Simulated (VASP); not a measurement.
Bi:

```
Bi
1.0
     8.05082    0.00000    0.00000
     0.00000    8.05082    0.00000
     0.00000    0.00000    2.95211
Bi
6
Direct
  0.17680 0.32320 0.00000
  0.32320 0.82320 0.00000
  0.82320 0.67680 0.00000
  0.67680 0.17680 0.00000
  0.00000 0.00000 0.00000
  0.50000 0.50000 0.00000
```

The cell was built from a structure type or drawn by symmetry, and may not be a known phase.

```yaml
Program: VASP 6.6.1
Task: relaxation of cell and atoms
Functional: PBE
Potentials_or_basis: VASP PAW PBE potentials, release 64 (Bi_d)
Cutoff: 500 eV
k_mesh: 2 × 2 × 6
Occupations: gaussian, width 0.1 eV
Spin: no spin polarisation
```

At the start: pressure 14.4 GPa; volume 31.89 Å³/atom.

Q: How do energy, volume and symmetry change on relaxing?

A: Over 23 steps the energy falls by 500.0 meV/atom and the volume is 38.04 Å³/atom (+19.3 %); space group P4/mbm (No. 127, to 0.1 Å) before and after.

Step by step:
```csv
step,energy change (eV),largest force (eV/Å),pressure (GPa),volume (Å³)
1,0.0000,1.0209,14.43,191.34
2,-1.0550,0.2576,-4.58,282.29
3,-1.8297,0.5185,-0.05,238.90
4,-1.8298,0.5263,0.13,237.88
5,-1.9056,0.3983,-0.02,240.69
6,-1.9074,0.4129,-0.01,240.37
7,-1.9490,0.4154,-0.27,241.05
8,-2.0670,0.4288,-1.00,243.09
9,-2.2950,0.5470,-2.29,247.18
10,-2.6809,0.0234,-3.48,255.39
11,-2.6617,0.3704,-3.44,253.46
12,-2.6857,0.1736,-3.49,254.67
13,-2.6990,0.1275,-3.43,254.28
14,-2.7283,0.0304,-3.23,253.12
15,-2.7295,0.4267,-2.71,250.81
16,-2.7394,0.2111,-2.99,251.99
17,-2.7602,0.2045,-2.89,250.96
18,-2.8177,0.1830,-2.56,247.87
19,-2.9089,0.1359,-1.83,241.78
20,-2.9844,0.0287,-0.05,229.89
21,-2.9922,0.0314,0.01,229.40
22,-2.9998,0.0373,0.11,228.36
23,-2.9999,0.0377,0.12,228.27
```

Final structure:
```cif
data_structure
_symmetry_space_group_name_H-M 'P 1'
_symmetry_Int_Tables_number 1
_cell_length_a 8.3828
_cell_length_b 8.3828
_cell_length_c 3.2484
_cell_angle_alpha 90.000
_cell_angle_beta 90.000
_cell_angle_gamma 90.000
_cell_volume 228.27
loop_
_atom_site_label
_atom_site_type_symbol
_atom_site_fract_x
_atom_site_fract_y
_atom_site_fract_z
_atom_site_occupancy
Bi1 Bi 0.13163 0.36837 0.00000 1
Bi2 Bi 0.36837 0.86837 0.00000 1
Bi3 Bi 0.86837 0.63163 0.00000 1
Bi4 Bi 0.63163 0.13163 0.00000 1
Bi5 Bi 0.00000 0.00000 0.00000 1
Bi6 Bi 0.50000 0.50000 0.00000 1
```

Caveat: the k points lie up to 0.37 Å⁻¹ apart in the final cell, too coarse for converged energies and pressures of a metal; the volume moved by over 15 % at a fixed basis, so the end points are rough.
